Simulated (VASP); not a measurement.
Write the native input for VASP 6.6.1 that does the following.

```yaml
Task: relaxation of cell and atoms
Functional: PBE
Potentials_or_basis: VASP PAW PBE potentials, release 64 (Mg, Re)
Cutoff: 600 eV
k_mesh: 8 × 8 × 8
Occupations: gaussian, width 0.1 eV
Spin: no spin polarisation
Dipole_correction: no
Further_INCAR_settings: ALGO = Normal; EDIFF = 1e-06; IBRION = 2; EDIFFG = -0.01; NSW = 100; ISIF = 3
```

The structure of Mg3Re2 lies in POSCAR:

```
Mg3Re2
1.0
    4.8459675203      0.0000000000      0.0000000000
    0.0000000000      4.8459675203      0.0000000000
    0.0000000000      0.0000000000      4.8459675203
Mg Re
3 2
Direct
    0.5000000000      0.0000000000      0.0000000000
    0.0000000000      0.5000000000      0.0000000000
    0.0000000000      0.0000000000      0.5000000000
    0.5000000000      0.5000000000      0.5000000000
    0.0000000000      0.0000000000      0.0000000000
```

The input as run:

INCAR

```
SYSTEM = Mg3Re2
PREC = Accurate ; ENCUT = 600
EDIFF = 1E-6 ; ISMEAR = 0
SIGMA = 0.1 ; LREAL = .False.
LASPH = .True. ; NELM = 100
ALGO = Normal ; ISIF = 3
LWAVE = .False. ; LCHARG = .False.
GGA = PE ; IBRION = 2
NSW = 100 ; EDIFFG = -0.01
```

KPOINTS

```
Automatic mesh
0
Gamma
  8 8 8
  0 0 0
```

Potentials or basis: VASP PAW PBE potentials, release 64 (Mg, Re).

Run with:

```console
$ cat potpaw_PBE.64/Mg/POTCAR potpaw_PBE.64/Re/POTCAR > POTCAR
$ mpirun -np 1 vasp_std > vasp.out
```

It gave:

- Relaxed volume: 22.80 Å³/atom
- Relaxed cell: a = 4.849 Å, b = 4.849 Å, c = 4.849 Å, α = 90.00°, β = 90.00°, γ = 90.00°
- Space group after relaxing (to 0.05 Å): Pm-3m (No. 221)
- Energy gained by relaxing: 0.0 meV/atom
- Ionic steps: 2
- Pressure after relaxing: 0.0 GPa
- Band gap on the k mesh: zero (band 10 reaches 2.39 eV, above the bottom of band 11 at 1.82 eV)

Caveat: spin-orbit coupling is left out, which moves the levels of the heavy elements.

Run time: 91 s on 1 thread of Intel(R) Xeon(R) Platinum 8488C (Sapphire Rapids), with other jobs on the host, peak memory 0.29 GiB.
